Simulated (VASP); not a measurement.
# Mo (Immm) in VASP: further runs

Mo is run at these levels: LDA; tasks: single point.

All numbers are computed with VASP 6.6.1; they aren't measurements. Logs are shortened: lines on timing, memory, paths and dates and some standing lists are left out, and cuts for length are marked.

## Step 1: The cell of the first run

It takes space group Immm (No. 71, orthorhombic). The conventional cell has a = 2.883 Å, b = 2.914 Å, c = 3.537 Å, α = 90.00°, β = 90.00°, γ = 90.00°. Mo (site symmetry mmm) has 14 Mo at 2.71 to 3.54 Å within 3.6 Å.

## Step 2: Single point, LDA

INCAR reads:

```
ALGO     = Fast           # electronic algorithm
EDIFF    = 1E-6           # SCF threshold, eV
ENCUT    = 520            # plane-wave cutoff, eV
ISIF     = 2              # what is computed and relaxed
ISMEAR   = 0              # smearing method
LASPH    = True           # aspherical terms in the spheres
LCHARG   = False          # write CHGCAR
LREAL    = False          # projectors in reciprocal space
LWAVE    = False          # write WAVECAR
NBANDS   = 13             # bands
NELM     = 60             # most SCF steps
PREC     = Accurate       # precision mode
SIGMA    = 0.15           # smearing width, eV
```

KPOINTS reads:

```
k-points
0
Gamma
  20 20 20
```

POSCAR reads:

```
Mo
1.0
   -1.4571313271      1.7682681075      1.4416522723
    1.4571313271     -1.7682681075      1.4416522723
    1.4571313271      1.7682681075     -1.4416522723
Mo
1
Direct
    0.0000000000      0.0000000000      0.0000000000
```

Potentials or basis: VASP PAW LDA potentials, release 64 (Mo_sv).

The run is started by

```
cat potpaw_LDA.64/Mo_sv/POTCAR > POTCAR
mpirun -np 1 vasp_std > vasp.out
```

OUTCAR:

```text
EDIFF = 1E-6
   ENCUT = 520
   ISIF = 2
   ISMEAR = 0
   LASPH = True
   LREAL = False
   NELM = 60
   PREC = Accurate

 ion  position               nearest neighbor table
   1  0.000  0.000  0.000-

  LATTYP: Found a body centered orthorhombic cell.
 ALAT       =     2.8833045446
 B/A-ratio  =     1.0107370238
 C/A-ratio  =     1.2265565986

  Lattice vectors:

 A1 = (   1.4571313271,  -1.7682681075,   1.4416522723)
 A2 = (  -1.4571313271,  -1.7682681075,  -1.4416522723)
 A3 = (   1.4571313271,   1.7682681075,  -1.4416522723)

Analysis of symmetry for initial positions (statically):
=====================================================================
 Subroutine PRICEL returns:
 Original cell was already a primitive cell.

 Routine SETGRP: Setting up the symmetry group for a
 body centered orthorhombic supercell.

 Subroutine GETGRP returns: Found  8 space group operations
 (whereof  8 operations were pure point group operations)
 out of a pool of  8 trial point group operations.

The static configuration has the point symmetry D_2h.

Analysis of symmetry for dynamics (positions and initial velocities):
=====================================================================
 Subroutine PRICEL returns:
 Original cell was already a primitive cell.

 Routine SETGRP: Setting up the symmetry group for a
 body centered orthorhombic supercell.

 Subroutine GETGRP returns: Found  8 space group operations
 (whereof  8 operations were pure point group operations)
 out of a pool of  8 trial point group operations.

The dynamic configuration has the point symmetry D_2h.

 Subroutine INISYM returns: Found  8 space group operations
 (whereof  8 operations are pure point group operations),
 and found     1 'primitive' translations

----------------------------------------------------------------------------------------

                                     Primitive cell

  volume of cell :      14.8582

  direct lattice vectors                    reciprocal lattice vectors
    -1.457131327  1.768268107  1.441652272     0.000000000  0.282762550  0.346824272
     1.457131327 -1.768268107  1.441652272     0.343139970  0.000000000  0.346824272
     1.457131327  1.768268107 -1.441652272     0.343139970  0.282762550  0.000000000

  length of vectors
     2.707095321  2.707095321  2.707095321     0.447483783  0.487885350  0.444634343

  position of ions in fractional coordinates (direct lattice)
     0.000000000  0.000000000  0.000000000

  ion indices of the primitive-cell ions
   primitive index   ion index
                 1           1

----------------------------------------------------------------------------------------

 KPOINTS: k-points

Automatic generation of k-mesh.
 Grid dimensions read from file:
 generate k-points for:   20   20   20

 Generating k-lattice:

  Cartesian coordinates                     Fractional coordinates (reciprocal lattice)
     0.000000000  0.014138128  0.017341214     0.050000000  0.000000000  0.000000000
     0.017156999  0.000000000  0.017341214     0.000000000  0.050000000 -0.000000000
     0.017156999  0.014138128  0.000000000     0.000000000 -0.000000000  0.050000000

  Length of vectors
     0.022374189  0.024394268  0.022231717

  Shift w.r.t. Gamma in fractional coordinates (k-lattice)
     0.000000000  0.000000000  0.000000000

 Subroutine IBZKPT returns following result:
 ===========================================

 Found   1166 irreducible k-points:

 Following reciprocal coordinates:
            Coordinates               Weight
  0.000000  0.000000  0.000000      1.000000
  0.050000  0.000000  0.000000      4.000000
  0.100000  0.000000  0.000000      4.000000
  0.150000  0.000000  0.000000      4.000000
  0.200000  0.000000  0.000000      4.000000
  0.250000  0.000000 -0.000000      4.000000
[... 16 lines left out ...]
 -0.450000  0.050000 -0.000000      8.000000
 -0.400000  0.050000  0.000000      8.000000
 [... further k-points ...]
   k-points           NKPTS =   1166   k-points in BZ     NKDIM =   1166   number of bands    NBANDS=     13
   number of dos      NEDOS =    301   number of ions     NIONS =      1
   total plane-waves  NPLWV =   8000
   dimension x,y,z NGX =    20 NGY =   20 NGZ =   20
   dimension x,y,z NGXF=    40 NGYF=   40 NGZF=   40
   ions per type =               1
   NGX,Y,Z   is equivalent  to a cutoff of  12.28, 12.28, 12.28 a.u.
   NGXF,Y,Z  is equivalent  to a cutoff of  24.56, 24.56, 24.56 a.u.
 SYSTEM =  unknown system
   PREC   = accura    normal or accurate (medium, high low for compatibility)
   ISTART =      0    job   : 0-new  1-cont  2-samecut
   ICHARG =      2    charge: 1-file 2-atom 10-const
   ISPIN  =      1    spin polarized calculation?
   LNONCOLLINEAR =      F non collinear calculations
   LSORBIT =      F    spin-orbit coupling
   LASPH  =      T    aspherical Exc in radial PAW
   ENCUT  =  520.0 eV  38.22 Ry    6.18 a.u.   5.03  5.03  5.03*2*pi/ulx,y,z
   NELM   =     60;   NELMIN=  2; NELMDL= -5     # of ELM steps
   EDIFF  = 0.1E-05   stopping-criterion for ELM
   LREAL  =      F    real-space projection
   EDIFFG = 0.1E-04   stopping-criterion for IOM
   NSW    =      0    number of steps for IOM
   IBRION =     -1    ionic relax: 0-MD 1-quasi-New 2-CG
   NFREE  =      0    steps in history (QN), initial steepest desc. (CG)
   ISIF   =      2    stress and relaxation
   ISYM   =      2    0-nonsym 1-usesym 2-fastsym
   POTIM  = 0.5000    time-step for ionic-motion
   TEBEG  =    0.0;   TEEND  =   0.0 temperature during run
   PSTRESS=    0.0 pullay stress
   NELECT =      14.0000    total number of electrons
   NUPDOWN=      -1.0000    fix difference up-down
   EMIN   =  10.00;   EMAX   =-10.00  energy-range for DOS
   EFERMI =   0.00;   METHOD = LEGACY
   ISMEAR =     0;   SIGMA  =   0.15  broadening in eV -4-tet -1-fermi 0-gaus
   EFERMI_NEDOS =   21; number of points for ismear=-14 and -15
   IALGO  =     68    algorithm
   IMIX   =      4    mixing-type and parameters
     AMIX     =   0.40;   BMIX     =  1.00
     AMIX_MAG =   1.60;   BMIX_MAG =  1.00
  volume/ion in A,a.u.               =      14.86       100.27
  Fermi-wavevector in a.u.,A,eV,Ry     =   1.604951  3.032917 35.046801  2.575867
  Thomas-Fermi vector in A             =   2.701374
   LORBIT       =      0    0 simple, 1 ext, 2 COOP (PROOUT), +10 PAW based schemes
   GGA     = CA    functional components
   LHFCALC =     F    Hartree Fock is set to
   AEXX    =    0.0000 exact exchange contribution
   IVDW    =     0    specifies the selected vdW correction
   LEPSILON=     F    determine dielectric tensor
   LRPA    =     F    only Hartree local field effects (RPA)
 non-spin polarized calculation
 RMM-DIIS sequential band-by-band and
 Gauss-broadening in eV      SIGMA  =   0.15
  energy-cutoff  :      520.00
  volume of cell :       14.86
 maximum number of plane-waves:       424
   NGX = 11   NGY = 11   NGZ = 11

 number of electron      14.0000004 magnetization

 Free energy of the ion-electron system (eV)
  ---------------------------------------------------
  ext. energy  EPLUGINS =         0.00000000
  ---------------------------------------------------
  free energy    TOTEN  =       -11.83158721 eV

  energy without entropy =      -11.81844818  energy(sigma->0) =      -11.82501769

 E-fermi :  13.1588     XC(G=0): -13.8802

 val. band max:       13.1569083258   @ k =  -0.1000   0.0500   0.0000
 cond. band min:      13.1594466487   @ k =  -0.4500  -0.2000   0.1500
 fundamental gap:      0.0025383228
 Fermi energy:        13.1588225384

 k-point     1 :       0.0000    0.0000    0.0000
  band No.  band energies     occupation
      1     -47.5736      2.00000
      2     -20.9187      2.00000
      3     -20.8933      2.00000
      4     -20.8711      2.00000
      5       5.9247      2.00000
      6      11.4863      2.00000
      7      11.6536      2.00000
      8      13.2970      0.19266
      9      13.5868      0.00005
     10      15.7768      0.00000
     11      26.3691      0.00000
     12      29.7755      0.00000
     13      30.0251      0.00000

 k-point     2 :       0.0500    0.0000    0.0000
  band No.  band energies     occupation
      1     -47.5659      2.00000
      2     -20.9311      2.00000
      3     -20.9283      2.00000
      4     -20.8798      2.00000
      5       6.0387      2.00000
      6      11.5327      2.00000
      7      11.6395      2.00000
      8      13.2738      0.27822
      9      13.5716      0.00010
     10      15.7134      0.00000
     11      26.5899      0.00000
     12      29.9714      0.00000
     13      30.0069      0.00000

 k-point     3 :       0.1000    0.0000    0.0000
  band No.  band energies     occupation
      1     -47.5437      2.00000
      2     -21.0581      2.00000
      3     -20.9560      2.00000
      4     -20.8869      2.00000
      5       6.3658      2.00000
      6      11.5792      2.00000
      7      11.6377      2.00000
      8      13.2458      0.41237
      9      13.5687      0.00011
     10      15.5510      0.00000
     11      27.1872      0.00000
     12      29.8303      0.00000
     13      30.5450      0.00000
[... 305 lines left out ...]
 k-point    23 :      -0.4500    0.0500   -0.0000
  band No.  band energies     occupation
      1     -47.2688      2.00000
      2     -22.4694      2.00000
      3     -21.2965      2.00000
      4     -20.9595      2.00000
      5       7.9694      2.00000
      6      10.7483      2.00000
      7      13.2013      0.68899
      8      13.8548      0.00000
      9      16.3375      0.00000
     10      17.7608      0.00000
     11      25.2251      0.00000
     12      26.9714      0.00000
     13      32.5392      0.00000

 k-point    24 :      -0.4000    0.0500    0.0000
  band No.  band energies     occupation
      1     -47.3000      2.00000
      2     -22.3203      2.00000
      3     -21.2627      2.00000
      4     -20.9485      2.00000
      5       8.0788      2.00000
      6      10.9045      2.00000
      7      12.9792      1.90957
      8      13.3636      0.05352
      9      15.8647      0.00000
     10      17.0862      0.00000
     11      25.5473      0.00000
     12      28.2602      0.00000
     13      33.6845      0.00000

 [... further k-points ...]
[... 5 lines left out ...]
  --------------------------------------------------------------------------------------
  -------------------------------------------------------------------------------------
  Total        1.6453007     -0.9933418      1.7744127      0.0000000      0.0000000     -0.0000000
  in kB      177.4142675   -107.1129445    191.3365315      0.0000000      0.0000000     -0.0000000
  external PRESSURE =      87.2126181 kB  Pullay stress =       0.0000000 kB

 VOLUME and BASIS-vectors are now :
 -----------------------------------------------------------------------------
  energy-cutoff  :      520.00
  volume of cell :       14.86
      direct lattice vectors                 reciprocal lattice vectors
    -1.457131327  1.768268107  1.441652272     0.000000000  0.282762550  0.346824272
     1.457131327 -1.768268107  1.441652272     0.343139970  0.000000000  0.346824272
     1.457131327  1.768268107 -1.441652272     0.343139970  0.282762550  0.000000000

 POSITION                                       TOTAL-FORCE (eV/Angst)
 -----------------------------------------------------------------------------------
      0.00000      0.00000      0.00000         0.000000     -0.000000     -0.000000
 -----------------------------------------------------------------------------------
    total drift:                                0.000000     -0.000000     -0.000000

  FREE ENERGIE OF THE ION-ELECTRON SYSTEM (eV)
  ---------------------------------------------------
  free  energy   TOTEN  =       -11.8315872118 eV

  energy  without entropy=      -11.8184481780  energy(sigma->0) =      -11.82501769
```

It took 2.7 min on 1 thread of Intel Xeon 8259CL, shared host; peak memory 0.31 GiB.

What came out:

```
Free energy            : -11.8316 eV
Pressure               : 8.7 GPa
Band gap on the k mesh : zero (bands 7 and 8 overlap by 5.11 eV)
```

Caveat: the cell differs from its parent crystal (strain +e along x and -e along y -0.1000, strain +e along z and -e/2 along x and y -0.0733); the cell stands under pressure.

[end of part 1 of 2]
